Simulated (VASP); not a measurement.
# ZnIr (P-6m2) in VASP: a series of runs, part 2 of 2

VASP 6.6.1. The steps go on from the part before.

**5. Single point, LDA, collinear spin**

Contents of INCAR:

```
SYSTEM = ZnIr
  PREC = Accurate
  ENCUT = 520
  EDIFF = 1E-6
  ISMEAR = -1
  SIGMA = 0.03
  LREAL = .FALSE.
  LASPH = .TRUE.
  NELM = 150
  ALGO = Normal
  ISIF = 2
  LWAVE = .FALSE.
  LCHARG = .FALSE.
  ISPIN = 2
  MAGMOM = 0 1
  LORBIT = 11
  NUPDOWN = 1.0
  LMAXMIX = 4
  GGA = CA
  NBANDS = 22
```

Contents of KPOINTS:

```
regular mesh
0
G
  14 14 8
  0 0 0
```

Contents of POSCAR:

```
ZnIr
1.0
    2.7771790596      0.0000000000      0.0000000000
   -1.3885895298      2.4051076165      0.0000000000
    0.0000000000      0.0000000000      4.1638620700
Zn Ir
1 1
Direct
    0.6666666667      0.3333333333      0.5000000000
    0.0000000000      0.0000000000      0.0000000000
```

On the command line:

```console
$ cat potpaw_LDA.64/Zn/POTCAR potpaw_LDA.64/Ir/POTCAR > POTCAR
$ mpirun -np 1 vasp_std > vasp.out
```

Wall time 66 s (1 thread of AMD EPYC 9R45 (Zen 5), shared host); peak memory 0.2 GiB.

The run converged. Its results:

| Item | Value |
| --- | --- |
| Free energy | -12.1670 eV |
| Pressure | -4.2 GPa |
| Net moment | 1.00 μB per cell |
| Site moments | Zn +0.07; Ir +0.86 μB |
| Valence electrons inside the program's atomic spheres | Zn 10.93; Ir 8.31 |

Stress tensor (GPa, compression positive):
```
-5.72  0.00  0.00
 0.00 -5.72  0.00
 0.00  0.00 -1.16
```

Caveat: the cell stands under tension; spin-orbit coupling is left out, which moves the levels of the heavy elements; the total moment is fixed, so each spin has its own Fermi level and the state may be an excited one.

**6. Single point, LDA, collinear spin**

Contents of INCAR:

```
PREC     = Accurate       # precision mode
ENCUT    = 520            # plane-wave cutoff, eV
EDIFF    = 1E-7           # SCF threshold, eV
ISMEAR   = -1             # smearing method
SIGMA    = 0.03           # smearing width, eV
LREAL    = F              # projectors in reciprocal space
LASPH    = T              # aspherical terms in the spheres
NELM     = 150            # most SCF steps
ALGO     = Normal         # electronic algorithm
ISIF     = 2              # what is computed and relaxed
LWAVE    = F              # write WAVECAR
LCHARG   = F              # write CHGCAR
ISPIN    = 2              # spin polarisation
MAGMOM   = 0 1.4          # initial moments
LORBIT   = 11             # projections on sites
NUPDOWN  = 1.4            # fixed moment
LMAXMIX  = 4              # l up to which the mixer works
GGA      = CA             # functional
NBANDS   = 22             # bands
```

Contents of KPOINTS:

```
regular mesh
0
Gamma
  14 14 8
```

POSCAR is that of step 5.

Potentials or basis: VASP PAW LDA potentials, release 64 (Zn, Ir).

On the command line:

```console
$ cat potpaw_LDA.64/Zn/POTCAR potpaw_LDA.64/Ir/POTCAR > POTCAR
$ mpirun -np 1 vasp_std > vasp.out
```

OUTCAR:

```text
PREC = Accurate
   ENCUT = 520
   EDIFF = 1E-7
   ISMEAR = -1
   LREAL = F
   LASPH = T
   NELM = 150
   ISIF = 2
   ISPIN = 2
   LORBIT = 11
   NUPDOWN = 1.4
   GGA = CA

 ion  position               nearest neighbor table
   1  0.667  0.333  0.500-   2 2.63   2 2.63   2 2.63   2 2.63   2 2.63   2 2.63
   2  0.000  0.000  0.000-   1 2.63   1 2.63   1 2.63   1 2.63   1 2.63   1 2.63

  LATTYP: Found a hexagonal cell.
 ALAT       =     2.7771790596
 C/A-ratio  =     1.4993135050

  Lattice vectors:

 A1 = (   2.7771790596,   0.0000000000,   0.0000000000)
 A2 = (  -1.3885895298,   2.4051076165,   0.0000000000)
 A3 = (   0.0000000000,   0.0000000000,   4.1638620700)

Analysis of symmetry for initial positions (statically):
=====================================================================
 Subroutine PRICEL returns:
 Original cell was already a primitive cell.

 Routine SETGRP: Setting up the symmetry group for a
 hexagonal supercell.

 Subroutine GETGRP returns: Found 12 space group operations
 (whereof 12 operations were pure point group operations)
 out of a pool of 24 trial point group operations.

The static configuration has the point symmetry D_3h.

Analysis of symmetry for dynamics (positions and initial velocities):
=====================================================================
 Subroutine PRICEL returns:
 Original cell was already a primitive cell.

 Routine SETGRP: Setting up the symmetry group for a
 hexagonal supercell.

 Subroutine GETGRP returns: Found 12 space group operations
 (whereof 12 operations were pure point group operations)
 out of a pool of 24 trial point group operations.

The dynamic configuration has the point symmetry D_3h.

Analysis of structural, dynamic, and magnetic symmetry:
=====================================================================
 Subroutine PRICEL returns:
 Original cell was already a primitive cell.
[... 149 lines left out ...]
  ---------------------------------------------------
  ext. energy  EPLUGINS =         0.00000000
  ---------------------------------------------------
  free energy    TOTEN  =       -11.82944422 eV

  energy without entropy =      -11.82539147  energy(sigma->0) =      -11.82741784

 E-fermi :   5.6862     XC(G=0): -13.3300

 val. band max:        7.6160743407   @ k =   0.2857   0.2143   0.1250
 cond. band min:       5.6974552692   @ k =   0.2857   0.0000   0.3750
 fundamental gap:     -1.9186190715
 Fermi energy:         7.6240255467

 spin component 1

 k-point     1 :       0.0000    0.0000    0.0000
  band No.  band energies     occupation
      1      -4.3112      1.00000
      2      -1.6230      1.00000
      3      -0.8036      1.00000
      4      -0.8036      1.00000
      5      -0.4968      1.00000
      6      -0.4968      1.00000
[... 589 lines left out ...]
     21      33.9103      0.00000
     22      34.7368      0.00000

 [... further k-points ...]

 spin component 2

 k-point     1 :       0.0000    0.0000    0.0000
  band No.  band energies     occupation
      1      -4.0363      1.00000
      2      -1.4828      1.00000
      3      -0.7369      1.00000
      4      -0.7369      1.00000
      5      -0.4244      1.00000
      6      -0.4244      1.00000
[... 589 lines left out ...]
     21      34.2249      0.00000
     22      35.0653      0.00000

 [... further k-points ...]

------------------------ aborting loop because EDIFF is reached ----------------------------------------

  FORCE on cell =-STRESS in cart. coord.  units (eV):
  Direction    XX          YY          ZZ          XY          YZ          ZX
  --------------------------------------------------------------------------------------
  -------------------------------------------------------------------------------------
  Total       -0.3473589     -0.3473589      0.3217019      0.0000000     -0.0000000      0.0000000
  in kB      -20.0103303    -20.0103303     18.5323042      0.0000000     -0.0000000      0.0000000
  external PRESSURE =      -7.1627855 kB  Pullay stress =       0.0000000 kB

 VOLUME and BASIS-vectors are now :
 -----------------------------------------------------------------------------
  energy-cutoff  :      520.00
  volume of cell :       27.81
      direct lattice vectors                 reciprocal lattice vectors
     2.777179060  0.000000000  0.000000000     0.360077611  0.207890905  0.000000000
    -1.388589530  2.405107617  0.000000000     0.000000000  0.415781811  0.000000000
     0.000000000  0.000000000  4.163862070     0.000000000  0.000000000  0.240161654

 POSITION                                       TOTAL-FORCE (eV/Angst)
 -----------------------------------------------------------------------------------
      1.38859      0.80170      2.08193        -0.000000     -0.000000      0.000000
      0.00000      0.00000      0.00000         0.000000      0.000000      0.000000
 -----------------------------------------------------------------------------------
    total drift:                               -0.000000      0.000000      0.000000

  FREE ENERGIE OF THE ION-ELECTRON SYSTEM (eV)
  ---------------------------------------------------
  free  energy   TOTEN  =       -11.8294442169 eV

  energy  without entropy=      -11.8253914698  energy(sigma->0) =      -11.82741784

 total charge

# of ion       s       p       d       tot
------------------------------------------
    1        0.607   0.559   9.774  10.940
    2        0.645   0.630   7.023   8.298
--------------------------------------------------
tot          1.252   1.189  16.797  19.238

 magnetization (x)

# of ion       s       p       d       tot
------------------------------------------
    1        0.022   0.051   0.038   0.111
    2        0.014   0.056   1.119   1.189
--------------------------------------------------
tot          0.036   0.107   1.157   1.300
```

stdout:

```text
POSCAR found type information on POSCAR ZnIr
 POSCAR found :  2 types and       2 ions
 scaLAPACK will be used
 LDA part: xc-table for (Slater(with rela. corr.)+CA(PZ))
 , standard interpolation
 POSCAR, INCAR and KPOINTS ok, starting setup
 FFT: planning ... GRIDC
 FFT: planning ... GRID_SOFT
 FFT: planning ... GRID
 WAVECAR not read
 entering main loop
```

It took 63 s on 1 thread of AMD EPYC 9R45 (Zen 5), shared host; peak memory 0.2 GiB.

What came out:

| Item | Value |
| --- | --- |
| Free energy | -11.8294 eV |
| Pressure | -0.7 GPa |
| Net moment | 1.40 μB per cell |
| Site moments | Zn +0.11; Ir +1.19 μB |
| Valence electrons inside the program's atomic spheres | Zn 10.94; Ir 8.30 |

Caveat: spin-orbit coupling is left out, which moves the levels of the heavy elements; the total moment is fixed, so each spin has its own Fermi level and the state may be an excited one.

**7. Overview**

| fixed moment (μB) | pressure (GPa) | moment (μB) |
| --- | --- | --- |
| 0.75 | -5.9 | 0.75 |
| 1.0 | -4.2 | 1.00 |
| 1.4 | -0.7 | 1.40 |

Alike in all rows: task single point; level LDA; potentials or basis VASP PAW LDA potentials, release 64 (Zn, Ir); spin collinear; cell as given; k mesh 14 × 14 × 8; cutoff (eV) 520; smearing fermi-dirac 0.03 eV.

Caveats: spin-orbit coupling is left out, which moves the levels of the heavy elements; the total moment is fixed, so each spin has its own Fermi level and the state may be an excited one; the cell stands under tension (at least some runs).

Absolute energies hang on the potentials; compare differences alone.
